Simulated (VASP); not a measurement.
# Si16Au (a cell with a defect) in VASP: notebook, part 2 of 2

VASP 6.6.1. The steps go on from the part before.

## (3) Single point, PBE, collinear spin

INCAR

```
ALGO = Normal
EDIFF = 1E-6
ENCUT = 520
GGA = PE
ISIF = 2
ISMEAR = 0
ISPIN = 2
LASPH = T
LCHARG = F
LMAXMIX = 4
LORBIT = 11
LREAL = Auto
LWAVE = F
MAGMOM = 0 0 0 0 0 0 0 0 0 0 0 0 0 0 0 0 1
NBANDS = 56
NELM = 150
PREC = Accurate
SIGMA = 0.05
```

KPOINTS

```
k-points
0
Gamma
  2 2 2
```

POSCAR

```
Si16Au
1.0
    0.0000000000      5.4300000000      5.4300000000
    5.4300000000      0.0000000000      5.4300000000
    5.4300000000      5.4300000000      0.0000000000
Si Au
16 1
Direct
    0.0224882545      0.0223225886      0.0218122586
    0.1458888402      0.1456442642      0.1455265376
    0.0018350699      0.0012289584      0.5185117894
    0.1166743783      0.1146404946      0.6614105904
    0.0022507972      0.5188175706      0.0016846968
    0.1163648661      0.6617534708      0.1155143347
   -0.0293607785      0.5159883225      0.5157557782
    0.1132907945      0.6297734954      0.6304174946
    0.5189732078      0.0014307572      0.0015648781
    0.6620178263      0.1149508266      0.1162913007
    0.5166566047     -0.0305575277      0.5159684523
    0.6303655096      0.1124488473      0.6301024070
    0.5166870921      0.5158990210     -0.0296313769
    0.6308946625      0.6298877968      0.1132229758
    0.4864502977      0.4856264885      0.4862490597
    0.6099150350      0.6089778323      0.6100378700
    0.3160878423      0.3153354929      0.3156221529
```

Potentials or basis: VASP PAW PBE potentials, release 64 (Si, Au).

On the command line:

```bash
$ cat potpaw_PBE.64/Si/POTCAR potpaw_PBE.64/Au/POTCAR > POTCAR
$ mpirun -np 1 vasp_std > vasp.out
```

OUTCAR:

```text
EDIFF = 1E-6
   ENCUT = 520
   GGA = PE
   ISIF = 2
   ISMEAR = 0
   ISPIN = 2
   LASPH = T
   LORBIT = 11
   LREAL = Auto
   NELM = 150
   PREC = Accurate

 ion  position               nearest neighbor table
   1  0.022  0.022  0.022-  10 2.29   4 2.29   6 2.29   2 2.32
   2  0.146  0.146  0.146-   1 2.32   3 2.35   9 2.35   5 2.35  17 3.20
   3  0.002  0.001  0.519-   4 2.33   8 2.33  12 2.33   2 2.35
   4  0.117  0.115  0.661-   1 2.29   3 2.33  17 2.44  11 2.51   7 2.52
   5  0.002  0.519  0.002-   6 2.33   8 2.33  14 2.33   2 2.35
   6  0.116  0.662  0.116-   1 2.29   5 2.33  17 2.45   7 2.51  13 2.52
   7  0.971  0.516  0.516-  16 2.29   8 2.33  17 2.44   6 2.51   4 2.52
   8  0.113  0.630  0.630-   7 2.33   5 2.33   3 2.33  15 2.35
   9  0.519  0.001  0.002-  10 2.33  14 2.34  12 2.34   2 2.35
  10  0.662  0.115  0.116-   1 2.29   9 2.33  17 2.44  11 2.51  13 2.52
  11  0.517  0.969  0.516-  16 2.29  12 2.33  17 2.45  10 2.51   4 2.51
  12  0.630  0.112  0.630-  11 2.33   3 2.33   9 2.34  15 2.35
  13  0.517  0.516  0.970-  16 2.29  14 2.33  17 2.45   6 2.52  10 2.52
  14  0.631  0.630  0.113-  13 2.33   5 2.33   9 2.34  15 2.35
  15  0.486  0.486  0.486-  16 2.32  14 2.35  12 2.35   8 2.35  17 3.21
  16  0.610  0.609  0.610-  11 2.29  13 2.29   7 2.29  15 2.32
  17  0.316  0.315  0.316-  10 2.44   4 2.44   7 2.44   6 2.45  13 2.45  11 2.45   2 3.20  15 3.21

  LATTYP: Found a face centered cubic cell.
 ALAT       =    10.8600000000

  Lattice vectors:
[... 1068 lines left out ...]
      direct lattice vectors                 reciprocal lattice vectors
     0.000000000  5.430000000  5.430000000    -0.092081031  0.092081031  0.092081031
     5.430000000  0.000000000  5.430000000     0.092081031 -0.092081031  0.092081031
     5.430000000  5.430000000  0.000000000     0.092081031  0.092081031 -0.092081031

 POSITION                                       TOTAL-FORCE (eV/Angst)
 -----------------------------------------------------------------------------------
      0.23965      0.24055      0.24332        -0.011196     -0.009933     -0.009543
      1.58106      1.58239      1.58302         0.002541      0.009055      0.008654
      2.82219      2.82548      0.01664         0.003863     -0.002154     -0.009326
      4.21396      4.22500      1.25604         0.014170     -0.013108      0.001309
      2.82633      0.02137      2.82940        -0.001655     -0.009988     -0.005867
      4.22056      1.25910      4.22518         0.007266      0.008384      0.000645
[... 9 lines left out ...]
      6.61926      6.62434      6.61859        -0.014383      0.017875      0.010183
      3.42610      3.43019      3.42863         0.014509     -0.001669      0.004997
 -----------------------------------------------------------------------------------
    total drift:                                0.002251      0.004661     -0.002801

  FREE ENERGIE OF THE ION-ELECTRON SYSTEM (eV)
  ---------------------------------------------------
  free  energy   TOTEN  =       -86.0260124494 eV

  energy  without entropy=      -86.0185979701  energy(sigma->0) =      -86.02230521

 total charge

# of ion       s       p       d       tot
------------------------------------------
    1        0.755   0.960   0.000   1.715
    2        0.746   0.947   0.000   1.693
    3        0.745   0.955   0.000   1.700
    4        0.743   0.934   0.000   1.676
    5        0.745   0.955   0.000   1.700
    6        0.742   0.934   0.000   1.677
[... 9 lines left out ...]
   16        0.755   0.960   0.000   1.715
   17        0.765   0.572   8.718  10.056
--------------------------------------------------
tot         12.692  15.718   8.718  37.128

 magnetization (x)

# of ion       s       p       d       tot
------------------------------------------
    1        0.000   0.000   0.000   0.000
    2       -0.000  -0.000   0.000  -0.000
    3       -0.000   0.000   0.000   0.000
    4       -0.000  -0.000   0.000  -0.000
    5       -0.000   0.000   0.000   0.000
    6       -0.000  -0.000   0.000  -0.000
[... 9 lines left out ...]
   16        0.000   0.000   0.000   0.000
   17       -0.000  -0.000  -0.000  -0.000
--------------------------------------------------
tot         -0.000  -0.000  -0.000  -0.000
```

OSZICAR:

```text
N       E                     dE             d eps       ncg     rms          rms(c)
DAV:   1     0.206021610007E+03    0.20602E+03   -0.29535E+04  1792   0.113E+03
DAV:   2    -0.730469556384E+02   -0.27907E+03   -0.26077E+03  2120   0.179E+02
DAV:   3    -0.890884061159E+02   -0.16041E+02   -0.15666E+02  2264   0.373E+01
DAV:   4    -0.894100839146E+02   -0.32168E+00   -0.31990E+00  2264   0.624E+00
DAV:   5    -0.894175799384E+02   -0.74960E-02   -0.74865E-02  2200   0.920E-01    0.198E+01
DAV:   6    -0.865725496929E+02    0.28450E+01   -0.15725E+01  2064   0.209E+01    0.159E+01
DAV:   7    -0.861736673345E+02    0.39888E+00   -0.31667E+00  2024   0.800E+00    0.781E+00
DAV:   8    -0.860502318226E+02    0.12344E+00   -0.69615E-01  2144   0.310E+00    0.189E+00
DAV:   9    -0.860218525065E+02    0.28379E-01   -0.14376E-01  2056   0.234E+00    0.597E-01
DAV:  10    -0.860245252837E+02   -0.26728E-02   -0.28021E-02  2208   0.524E-01    0.356E-01
DAV:  11    -0.860253468149E+02   -0.82153E-03   -0.15676E-03  2032   0.190E-01    0.196E-01
DAV:  12    -0.860259631489E+02   -0.61633E-03   -0.13096E-03  2064   0.154E-01    0.861E-02
DAV:  13    -0.860260013990E+02   -0.38250E-04   -0.99916E-05  2224   0.409E-02    0.412E-02
DAV:  14    -0.860260092662E+02   -0.78672E-05   -0.33758E-05  2120   0.239E-02    0.144E-02
DAV:  15    -0.860260119423E+02   -0.26761E-05   -0.10744E-05  2096   0.131E-02    0.466E-03
DAV:  16    -0.860260124494E+02   -0.50704E-06   -0.56926E-07  1192   0.308E-03
   1 F= -.86026012E+02 E0= -.86022305E+02  d E =-.741448E-02  mag=     0.0000
```

stdout:

```text
POSCAR found type information on POSCAR SiAu
 POSCAR found :  2 types and      17 ions
 scaLAPACK will be used
 LDA part: xc-table for (Slater+PW92), standard interpolation
 POSCAR, INCAR and KPOINTS ok, starting setup
 FFT: planning ... GRIDC
 FFT: planning ... GRID_SOFT
 FFT: planning ... GRID
 WAVECAR not read
 entering main loop
```

Run time: 6.5 min. Hardware: 1 thread of Intel Xeon Platinum 8488C (Sapphire Rapids), shared host; peak memory 0.72 GiB.

What came out:

- Free energy: -86.0260 eV
- Pressure: 6.5 GPa
- Largest force: 0.025 eV/Å
- Net moment: 0.00 μB per cell
- Valence electrons inside the program's atomic spheres: Si 1.72, 1.69, 1.70, 1.68 (each value once); Au 10.06

Forces on the atoms (eV/Å):
```
Si  -0.011 -0.010 -0.010
Si   0.003  0.009  0.009
Si   0.004 -0.002 -0.009
Si   0.014 -0.013  0.001
Si  -0.002 -0.010 -0.006
Si   0.007  0.008  0.001
Si  -0.003 -0.003 -0.014
Si  -0.005  0.004  0.010
Si  -0.008  0.003  0.006
Si  -0.018 -0.014  0.005
Si   0.001 -0.005 -0.004
Si   0.011  0.016  0.009
Si  -0.003  0.002 -0.013
Si   0.009  0.001  0.003
Si   0.002 -0.002 -0.003
Si  -0.014  0.018  0.010
Au   0.015 -0.002  0.005
```

Levels at points of the mesh, in eV from the Fermi level:
Spin up:
```
           k point  band 34  band 35  band 36  band 37  band 38  band 39  band 40  band 41
(0.00, 0.00, 0.00)    -1.61    -1.30    -0.58    -0.51    -0.43    -0.41    -0.01     0.00
(0.50, 0.00, 0.00)    -1.68    -1.43    -1.41    -0.91     0.20     0.52     0.55     0.67
(0.00, 0.50, 0.00)    -1.68    -1.43    -1.41    -0.92     0.21     0.52     0.55     0.67
(0.00, 0.00, 0.50)    -1.68    -1.42    -1.40    -0.91     0.21     0.52     0.55     0.67
(0.50, 0.50, 0.50)    -1.48    -1.48    -0.78    -0.76    -0.07     0.19     0.95     1.04
(0.50, 0.50, 0.00)    -2.08    -1.96    -1.85    -1.30     0.22     0.36     1.21     1.44
(0.00, 0.50, 0.50)    -2.08    -1.96    -1.85    -1.30     0.22     0.36     1.21     1.43
(0.50, 0.00, 0.50)    -2.08    -1.95    -1.85    -1.31     0.23     0.36     1.21     1.43
```
Spin down:
| k point | band 34 | band 35 | band 36 | band 37 | band 38 | band 39 | band 40 | band 41 |
| --- | --- | --- | --- | --- | --- | --- | --- | --- |
| (0.00, 0.00, 0.00) | -1.61 | -1.30 | -0.58 | -0.51 | -0.43 | -0.41 | -0.01 | 0.00 |
| (0.50, 0.00, 0.00) | -1.68 | -1.43 | -1.41 | -0.91 | 0.20 | 0.52 | 0.55 | 0.67 |
| (0.00, 0.50, 0.00) | -1.68 | -1.43 | -1.41 | -0.92 | 0.21 | 0.52 | 0.55 | 0.67 |
| (0.00, 0.00, 0.50) | -1.68 | -1.42 | -1.40 | -0.91 | 0.21 | 0.52 | 0.55 | 0.67 |
| (0.50, 0.50, 0.50) | -1.48 | -1.48 | -0.78 | -0.76 | -0.07 | 0.19 | 0.95 | 1.04 |
| (0.50, 0.50, 0.00) | -2.08 | -1.96 | -1.85 | -1.30 | 0.22 | 0.36 | 1.21 | 1.44 |
| (0.00, 0.50, 0.50) | -2.08 | -1.96 | -1.85 | -1.30 | 0.22 | 0.36 | 1.21 | 1.43 |
| (0.50, 0.00, 0.50) | -2.08 | -1.95 | -1.85 | -1.31 | 0.23 | 0.36 | 1.21 | 1.43 |

Caveat: the k points lie up to 0.50 Å⁻¹ apart; spin-orbit coupling is left out, which moves the levels of the heavy elements.
